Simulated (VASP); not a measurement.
Runs of VASP 6.6.1 on Ir. The structure is that of space group Pm-3m (No. 221), or close to it. The cells are those of the table. 

```csv
task,potentials or basis,cell,cutoff (eV),k mesh for the DOS,occupations for the DOS,second run,gap on the mesh (eV),pressure (GPa)
single point,"VASP PAW LDA potentials, release 64 (Ir)","a = 2.222 Å, 1 atom",520,-,-,-,none,280.0
single point,"VASP PAW LDA potentials, release 64 (Ir)","a = 2.131 Å, 1 atom",520,-,-,-,none,482.7
relaxation of cell and atoms,"VASP PAW LDA potentials, release 64 (Ir)","relaxed from a = 2.464 Å, 1 atom",600,-,-,-,none,0.0
single point,"VASP PAW LDA potentials, release 64 (Ir)","a = 2.527 Å, 1 atom",500,-,-,-,none,(a)
single point,"VASP PAW LDA potentials, release 64 (Ir_sv_GW)","a = 2.527 Å, 1 atom",500,-,-,valence_matched,none,-1.8
```

Alike in all rows: level LDA; no spin polarisation; k mesh 15 × 15 × 15; smearing fermi-dirac 0.1 eV.

**Question.** Fill in the values left out.

**Answer.** (a) 1.4.

Caveats: spin-orbit coupling is left out, which moves the levels of the heavy elements.

A k mesh can miss the band edges, and the runs leave out spin-orbit coupling on Ir.

A gap of «none» marks levels without a gap at the run's occupations.

The runs don't all hold the same shells in valence.
